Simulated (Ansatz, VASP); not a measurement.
# GaP in VASP and in Ansatz

POSCAR

```
GaP
1.0
    0.0000000000      2.7069591804      2.7069591804
    2.7069591804      0.0000000000      2.7069591804
    2.7069591804      2.7069591804      0.0000000000
Ga P
1 1
Direct
    0.0000000000      0.0000000000      0.0000000000
    0.7500000000      0.7500000000      0.7500000000
```

Contents of INCAR.step1:

```
PREC = Accurate
ENCUT = 520
ISMEAR = -1
SIGMA = 0.05
LREAL = False
LASPH = True
NELM = 60
NBANDS = 16
GGA = PE
ALGO = Normal
EDIFF = 1E-4
LWAVE = True
LCHARG = False
```

File INCAR.step2:

```
PREC = Accurate
ENCUT = 520
EDIFF = 1E-6
ISMEAR = -1
SIGMA = 0.05
LREAL = False
LASPH = True
NELM = 60
ALGO = Normal
ISIF = 2
LWAVE = False
LCHARG = True
METAGGA = R2SCAN
LMIXTAU = True
IVDW = 13
VDW_S6 = 1.0
VDW_S8 = 0.6018749
VDW_A1 = 0.51559235
VDW_A2 = 5.77342911
LELF = True
LVHAR = True
NBANDS = 16
ISTART = 1
```

The input KPOINTS:

```
regular mesh
0
Gamma
  8 8 8
```

Contents of input.yaml:

```yaml
crystal:
  lattice:
    - [0.0, 2.7069591804, 2.7069591804]
    - [2.7069591804, 0.0, 2.7069591804]
    - [2.7069591804, 2.7069591804, 0.0]
  atoms:
    - { symbol: Ga, position: [0.0, 0.0, 0.0] }
    - { symbol: P, position: [0.75, 0.75, 0.75] }
hamiltonian:
  xc: r2scan
  pseudopotentials: { kind: paw }
  dispersion: d4
kpoints:
  mp_grid: { grid: [8, 8, 8] }
scf:
  occupations: { method: fermi_dirac, width: 0.05 }
output:
  forces: true
  stress: true
  eigenvalues: true
```

Alike in both runs: task single point; functional r2SCAN; dispersion D4; k mesh 8 × 8 × 8; occupations fermi-dirac, width 0.05 eV; no spin polarisation.

|  | VASP | Ansatz |
| --- | --- | --- |
| version | VASP 6.6.1 | Ansatz 0.2.0 |
| potentials or method | VASP PAW PBE potentials, release 64 (Ga_d, P) | Ansatz PAW |
| plane-wave cutoff (eV) | 520 | 500 |
| valence electrons in the cell | 18 | 18 |

```tsv
	VASP	Ansatz	Ansatz less VASP
gap on the k mesh at the Fermi level (eV)	1.87	1.86	-0.008
least direct gap on the mesh (eV)	2.52	2.54	+0.022
pressure (GPa)	0.8	0.8	+0.04
```

VASP's potentials were made for PBE, not for r2SCAN.
